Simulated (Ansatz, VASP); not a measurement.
One calculation of Si3C2, two programs

Contents of INCAR:

```
ALGO     = Normal         # electronic algorithm
EDIFF    = 1E-6           # SCF threshold, eV
EDIFFG   = -0.01          # ionic threshold
ENCUT    = 600            # plane-wave cutoff, eV
GGA      = PE             # functional
IBRION   = 2              # ionic algorithm
ISIF     = 3              # what is computed and relaxed
ISMEAR   = 0              # smearing method
LASPH    = True           # aspherical terms in the spheres
LCHARG   = False          # write CHGCAR
LREAL    = False          # projectors in reciprocal space
LWAVE    = False          # write WAVECAR
NELM     = 100            # most SCF steps
NSW      = 100            # ionic steps
PREC     = Accurate       # precision mode
SIGMA    = 0.1            # smearing width, eV
```

The input KPOINTS:

```
k-points
0
Gamma
  12 12 12
```

POSCAR

```
Si3C2
1.0
    1.4824299576      0.8558813351      6.5705848181
   -1.4824299576      0.8558813351      6.5705848181
    0.0000000000     -1.7117626702      6.5705848181
Si C
3 2
Direct
    0.0000000000      0.0000000000      0.0000000000
    0.2162126625      0.2162126625      0.2162126625
    0.7837873375      0.7837873375      0.7837873375
    0.3969883671      0.3969883671      0.3969883671
    0.6030116329      0.6030116329      0.6030116329
```

Input for Ansatz:

```yaml
crystal:
  lattice:
    - [1.4824299576, 0.8558813351, 6.5705848181]
    - [-1.4824299576, 0.8558813351, 6.5705848181]
    - [0.0, -1.7117626702, 6.5705848181]
  atoms:
    - { symbol: Si, position: [0.0, 0.0, 0.0] }
    - { symbol: Si, position: [0.2162126625, 0.2162126625, 0.2162126625] }
    - { symbol: Si, position: [0.7837873375, 0.7837873375, 0.7837873375] }
    - { symbol: C, position: [0.3969883671, 0.3969883671, 0.3969883671] }
    - { symbol: C, position: [0.6030116329, 0.6030116329, 0.6030116329] }
basis:
  ecutwfc: 420
kpoints:
  mp_grid: { grid: [12, 12, 12] }
hamiltonian:
  xc: pbe
scf:
  occupations: { method: gaussian, width: 0.1 }
output:
  forces: true
  stress: true
  eigenvalues: true
relax:
  adjacent_minimum: "off"
  f_tol: 0.01
  max_steps: 80
  cell: { stress_tol: 0.05 }
```

Alike in both runs: task relaxation of cell and atoms; functional PBE; k mesh 12 × 12 × 12; occupations gaussian, width 0.1 eV; no spin polarisation.

|  | VASP | Ansatz |
| --- | --- | --- |
| version | VASP 6.6.1 | Ansatz 0.2.0 |
| potentials or method | VASP PAW PBE potentials, release 64 (Si, C), cutoff 600 eV | scalar-relativistic, plane waves, PAW |
| valence electrons in the cell | 20 | 20 |

|  | VASP | Ansatz | Ansatz less VASP |
| --- | --- | --- | --- |
| gap on the k mesh at the Fermi level, each at its own relaxed structure (eV) | none | none | - |
| relaxed volume (Å³/atom) | 9.95 | 9.95 | +0.002 |
| relaxed cell length with the largest relative difference (Å) | 6.803 | 6.804 | +0.0019 |

A gap of «none» marks a metal or a gap that the smearing closes.
